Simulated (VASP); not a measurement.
## Ti: single point with r2SCAN

Crystal: Ti.

```
CELL_PARAMETERS angstrom
4.56737 0.00000 0.00000
-2.28369 3.95546 0.00000
0.00000 0.00000 2.82624
ATOMIC_POSITIONS crystal
Ti 0.00000 0.00000 0.00000
Ti 0.33333 0.66667 0.50000
Ti 0.66667 0.33333 0.50000
```

```json
{"Program": "VASP 6.6.1", "Task": "single point", "Functional": "r2SCAN", "Potentials or basis": "VASP PAW PBE potentials, release 64 (Ti_sv)", "Cutoff": "520 eV", "k mesh": "6 × 6 × 6", "Occupations": "gaussian, width 0.1 eV", "Spin": "no spin polarisation"}
```

```yaml
Pressure: 0.4 GPa
Band_gap_on_the_k_mesh: zero (band 18 reaches 8.67 eV, above the bottom of band 19 at 8.43 eV)
```

Stress tensor (GPa, compression positive):
```
0.47 0.00 0.00
0.00 0.47 0.00
0.00 0.00 0.23
```

Levels at points of the mesh, in eV from the Fermi level:
| k point | band 14 | band 15 | band 16 | band 17 | band 18 | band 19 | band 20 | band 21 | band 22 | band 23 |
| --- | --- | --- | --- | --- | --- | --- | --- | --- | --- | --- |
| (0.00, 0.00, 0.00) | -2.03 | -0.79 | -0.79 | -0.77 | -0.77 | 0.03 | 0.82 | 1.44 | 1.44 | 1.95 |
| (0.50, 0.00, 0.00) | -3.86 | -2.77 | -0.42 | -0.34 | -0.34 | 0.09 | 0.64 | 0.94 | 1.15 | 2.05 |
| (0.00, 0.00, 0.50) | -2.21 | -2.21 | -1.99 | -1.78 | -1.78 | 1.13 | 1.13 | 1.39 | 1.39 | 3.19 |
| (0.50, 0.00, 0.50) | -2.25 | -1.83 | -1.28 | -0.86 | -0.76 | 0.45 | 0.91 | 0.92 | 1.16 | 2.39 |

Wall time 110 s on 1 thread of Intel Xeon 6975P-C (shared host), peak memory 0.19 GiB.

Caveat: the k points lie up to 0.37 Å⁻¹ apart; the PAW data sets were made with another functional, which shifts forces and pressure a little.
